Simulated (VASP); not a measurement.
## Lu: single point with PBEsol

The system is Lu.

```
Lu
1.0
     2.88110    0.00000    0.00000
     0.00000    2.88110    0.00000
     0.00000    0.00000    2.88110
Lu
1
Direct
  0.00000 0.00000 0.00000
```

```
Program             : VASP 6.6.1
Task                : single point
Functional          : PBEsol
Potentials or basis : VASP PAW PBE potentials, release 64 (Lu)
Cutoff              : 520 eV
k mesh              : 6 × 6 × 6
Occupations         : gaussian, width 0.05 eV
Spin                : no spin polarisation
```

```
Pressure : 10.4 GPa
```

Levels at points of the mesh, in eV from the Fermi level:
```
           k point  band 11  band 12  band 13  band 14  band 15  band 16
(0.00, 0.00, 0.00)    -5.01    -4.95    -0.98    -0.98     8.10     8.10
(0.50, 0.00, 0.00)    -4.92    -2.76     0.11     0.22     3.92     3.92
(0.50, 0.50, 0.00)    -4.91    -2.95     0.06     4.85     4.85     5.09
(0.50, 0.50, 0.50)    -4.95    -1.12    -1.12    -1.12     6.56    11.07
```

Wall time 8.5 s on 1 thread of Intel(R) Xeon(R) Platinum 8259CL CPU @ 2.50GHz (Skylake/Cascade Lake), with other jobs on the host, peak memory 0.15 GiB.

Caveat: the k points lie up to 0.36 Å⁻¹ apart; the PAW data sets were made with another functional, which shifts forces and pressure a little; spin-orbit coupling is left out, which moves the levels of the heavy elements.
